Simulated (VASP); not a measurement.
Sb, 1 atom in the cell. It takes space group Pm-3m (No. 221, cubic). Conventional cell: a = 3.160 Å, b = 3.160 Å, c = 3.160 Å, α = 90.00°, β = 90.00°, γ = 90.00°. Sb (site symmetry m-3m) has 6 Sb at 3.16 Å within 4.2 Å. 

| Property | Result |
| --- | --- |
| Program | VASP 6.6.1 |
| Task | relaxation of cell and atoms |
| Functional | RPBE |
| Dispersion | D3(BJ) |
| Potentials or basis | VASP PAW PBE potentials, release 64 (Sb) |
| Cutoff | 600 eV |
| k mesh | 8 × 8 × 8 |
| Occupations | fermi-dirac, width 0.05 eV |
| Spin | no spin polarisation |
| Dipole correction | no |
| Further INCAR settings | ALGO = Normal; EDIFF = 1e-06; IBRION = 2; EDIFFG = -0.01; NSW = 60; ISIF = 3 |

Potentials or basis: VASP PAW PBE potentials, release 64 (Sb).

Run with:

```console
$ cat potpaw_PBE.64/Sb/POTCAR > POTCAR
$ mpirun -np 1 vasp_std > vasp.out
```

Hardware: 1 thread of Intel(R) Xeon(R) 6975P-C (Granite Rapids), with other jobs on the host.

**Question.** How long does it take, and how much memory?

**Answer.** It took 15 s on 1 thread of Intel(R) Xeon(R) 6975P-C (Granite Rapids) (shared host), peak memory 0.17 GiB. Counts: scf iterations 45, k points 35, ion steps 7.
